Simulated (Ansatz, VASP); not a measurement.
# YSi6: VASP beside Ansatz

```
Y Si
1.0
     2.76768    1.59792    3.52525
    -2.76768    1.59792    3.52525
     0.00000   -3.19584    3.52525
Y Si
1 6
Cartesian
  0.0000 0.0000 5.2879
  0.0000 -1.3205 2.8707
  1.1436 0.6602 2.8707
  -1.1436 0.6602 2.8707
  -1.1436 -0.6602 7.7051
  0.0000 1.3205 7.7051
  1.1436 -0.6602 7.7051
```

Alike in both runs: task relaxation of cell and atoms; functional PBE; k mesh 6 × 6 × 6; occupations gaussian, width 0.1 eV; no spin polarisation.

```csv
,VASP,Ansatz
version,VASP 6.6.1,Ansatz 0.2.0
potentials or method,"VASP PAW PBE potentials, release 64 (Y_sv, Si), cutoff 600 eV","scalar-relativistic, plane waves, PAW"
valence electrons in the cell,35,35
```

VASP gave:

```
gap on the k mesh at the Fermi level, each at its own relaxed structure (eV) : none
relaxed volume (Å³/atom)                                                     : 17.05
relaxed length of the cell vector where the two differ most in proportion (Å)              : 5.358
```

Estimate Ansatz's values.

gap on the k mesh at the Fermi level, each at its own relaxed structure (eV): none; relaxed volume (Å³/atom): 17.06; relaxed length of the cell vector where the two differ most in proportion (Å): 5.354.

A gap of «none» marks a metal or a gap that the smearing closes.

Noted on VASP's run: the volume moved by over 15 % at a fixed basis, so the end points are rough.
